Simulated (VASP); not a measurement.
A run of VASP 6.6.1:

File INCAR:

```
SYSTEM = CdS
PREC = Accurate
ENCUT = 520
EDIFF = 1E-8
ISMEAR = -1
SIGMA = 0.02
LREAL = .False.
LASPH = .True.
NELM = 60
ALGO = Normal
ISIF = 2
LWAVE = .False.
LCHARG = .False.
GGA = PE
LEFG = .True.
NBANDS = 16
```

File KPOINTS:

```
regular mesh
0
Gamma
  7 7 7
  0 0 0
```

POSCAR

```
CdS
1.0
    0.0000000000      3.0018125342      2.9429534649
    3.0018125342      0.0000000000      2.9429534649
    3.0018125342      3.0018125342      0.0000000000
Cd S
1 1
Direct
    0.0000000000      0.0000000000      0.0000000000
    0.7500000000      0.7500000000      0.7500000000
```

Potentials or basis: VASP PAW PBE potentials, release 64 (Cd, S).

Run with:

```bash
$ cat potpaw_PBE.64/Cd/POTCAR potpaw_PBE.64/S/POTCAR > POTCAR
$ mpirun -np 1 vasp_std > vasp.out
```

Hardware: 1 thread of Intel(R) Xeon(R) 6975P-C (Granite Rapids) (shared host).

**Question.** Estimate the wall time of this run.

**Answer.** It took 15 s on 1 thread of Intel(R) Xeon(R) 6975P-C (Granite Rapids), on a shared host, peak memory 0.18 GiB. Counts: scf iterations 15, k points 40.
